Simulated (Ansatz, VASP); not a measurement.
Given: the input of a run of VASP 6.6.1 on C.

INCAR

```
SYSTEM = C
ALGO = Normal
EDIFF = 1E-6
EDIFFG = -0.01
ENCUT = 520
GGA = PE
IBRION = 2
ISIF = 2
ISMEAR = -1
LASPH = .True.
LCHARG = .False.
LREAL = .False.
LWAVE = .False.
NELM = 100
NSW = 60
PREC = Accurate
SIGMA = 0.05
```

KPOINTS

```
k-points
0
Gamma
  10 10 3
  0 0 0
```

File POSCAR:

```
C
1.0
    2.4212160000      0.0000000000      0.0000000000
   -1.2106080000      2.0968345641      0.0000000000
    0.0000000000      0.0000000000      8.2371000000
C
8
Direct
    0.6666666667      0.3333333333      0.8437500000
    0.3333333333      0.6666666667      0.3437500000
    0.6666666667      0.3333333333      0.6562500000
    0.3333333333      0.6666666667      0.1562500000
    0.0000000000      0.0000000000      0.9062500000
    0.0000000000      0.0000000000      0.4062500000
    0.0000000000      0.0000000000      0.5937500000
    0.0000000000      0.0000000000      0.0937500000
```

Potentials or basis: VASP PAW PBE potentials, release 64 (C).

Launch:

```console
$ cat potpaw_PBE.64/C/POTCAR > POTCAR
$ mpirun -np 1 vasp_std > vasp.out
```

Question: Translate it to Ansatz 0.2.0. Potentials there: Ansatz PAW.

Answer: As run (the cutoff follows the program's own potentials):

The input input.yaml:

```yaml
crystal:
  lattice:
    - [2.421216, 0.0, 0.0]
    - [-1.210608, 2.0968345641, 0.0]
    - [0.0, 0.0, 8.2371]
  atoms:
    - { symbol: C, position: [0.6666666667, 0.3333333333, 0.84375] }
    - { symbol: C, position: [0.3333333333, 0.6666666667, 0.34375] }
    - { symbol: C, position: [0.6666666667, 0.3333333333, 0.65625] }
    - { symbol: C, position: [0.3333333333, 0.6666666667, 0.15625] }
    - { symbol: C, position: [0.0, 0.0, 0.90625] }
    - { symbol: C, position: [0.0, 0.0, 0.40625] }
    - { symbol: C, position: [0.0, 0.0, 0.59375] }
    - { symbol: C, position: [0.0, 0.0, 0.09375] }
hamiltonian:
  xc: pbe
  pseudopotentials: { kind: paw }
kpoints:
  mp_grid: { grid: [10, 10, 3] }
scf:
  occupations: { method: fermi_dirac, width: 0.05 }
output:
  forces: true
  stress: true
  eigenvalues: true
relax:
  f_tol: 0.01
  max_steps: 40
```

Potentials or basis: Ansatz PAW.

The run is started by

```console
$ ansatz run input.yaml --threads 4 --pin off --max-ram 11264MiB --backend cpu --events-out ev --progress --plain --runs-dir out
```

Both were run:

|  | VASP | Ansatz | Ansatz less VASP |
| --- | --- | --- | --- |
| gap on the k mesh at the Fermi level, each at its own relaxed structure (eV) | 4.91 | 4.91 | +0.005 |

Noted on Ansatz's run: Pulay correction over one GPa; odd divisions of the mesh miss points on the zone boundary, where band edges often lie, so the gap on the mesh can be too wide.
